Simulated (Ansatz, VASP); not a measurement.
## PbSe: VASP beside Ansatz

```
Pb Se
1.0
     0.00000    3.06065    3.06065
     3.06065    0.00000    3.06065
     3.06065    3.06065    0.00000
Pb Se
1 1
Cartesian
  -0.0330 0.0464 0.1067
  3.0308 3.0609 3.0606
```

Change from the starting cell: atoms moved at random, drawn with an rms of 0.1 Å.

Alike in both runs: functional PBEsol; dispersion D4; k mesh 8 × 8 × 8; occupations gaussian, width 0.05 eV; no spin polarisation.

|  | VASP | Ansatz |
| --- | --- | --- |
| version | VASP 6.6.1 | Ansatz 0.2.0 |
| potentials or method | VASP PAW PBE potentials, release 64 (Pb_d, Se), cutoff 520 eV | all-electron PAW datasets made for the crystal |
| task | single point | electron localisation function |

```tsv
	VASP	Ansatz	Ansatz less VASP
gap on the k mesh at the Fermi level (eV)	0.28	0.28	-0.005
least direct gap on the mesh (eV)	0.28	0.28	-0.005
pressure (GPa)	-1.5	-1.5	+0.01
traceless stress, the component that is largest in VASP (GPa)	0.29	0.28	-0.003
rms of the force components (eV/Å)	0.039	0.038	-0.0015
```

VASP's potentials were made for PBE, not for PBEsol. Atom by atom the forces differ by 0.002 eV/Å (rms over components). Ansatz ran all-electron here, and VASP with PAW potentials.

Neither program's run includes spin-orbit coupling.
